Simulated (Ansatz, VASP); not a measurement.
Mo: VASP beside Ansatz

```
Mo
1.0
    -1.57365    1.57365    1.57365
     1.57365   -1.57365    1.57365
     1.57365    1.57365   -1.57365
Mo
1
Cartesian
  0.0000 0.0000 0.0000
```

Alike in both runs: task relaxation of cell and atoms; functional revPBE; k mesh 14 × 14 × 14; occupations fermi-dirac, width 0.1 eV; no spin polarisation.

```csv
,VASP,Ansatz
version,VASP 6.6.1,Ansatz 0.2.0
potentials or method,"VASP PAW PBE potentials, release 64 (Mo_sv), cutoff 600 eV","plane waves (420 eV) with PAW, scalar-relativistic"
valence electrons in the cell,14,14
```

```tsv
	VASP	Ansatz	Ansatz less VASP
relaxed volume (Å³/atom)	16.00	15.97	-0.024
relaxed cell length with the largest relative difference (Å)	2.749	2.748	-0.0014
```

VASP's potentials were made for PBE, not for revPBE.
